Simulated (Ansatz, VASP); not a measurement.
Hg: VASP beside Ansatz

```xyz
1
Lattice="-1.8904 1.8904 1.6714 1.8904 -1.8904 1.6714 1.8904 1.8904 -1.6714" Properties=species:S:1:pos:R:3 pbc="T T T"
Hg    0.0000    0.0000    0.0000
```

Alike in both runs: functional PBEsol; k mesh 16 × 16 × 16; occupations gaussian, width 0.1 eV; no spin polarisation.

Ansatz relaxed the structure, and its values are those at the end. VASP's run is a single point on that final structure, the one shown.

|  | VASP | Ansatz |
| --- | --- | --- |
| version | VASP 6.6.1 | Ansatz 0.2.0 |
| potentials or method | VASP PAW PBE potentials, release 64 (Hg), cutoff 520 eV | scalar-relativistic, plane waves, PAW |
| valence electrons in the cell | 12 | 20 |

```tsv
	VASP	Ansatz	Ansatz less VASP
gap on the k mesh at the Fermi level (eV)	none	none	-
pressure (GPa)	0.3	0.0	-0.33
```

VASP's potentials were made for PBE, not for PBEsol. A gap of «none» marks a metal or a gap that the smearing closes. VASP's potentials hold 12 valence electrons a cell and Ansatz's 20, so a difference there can come from the potentials and not from the codes.

Spin-orbit coupling is off throughout.
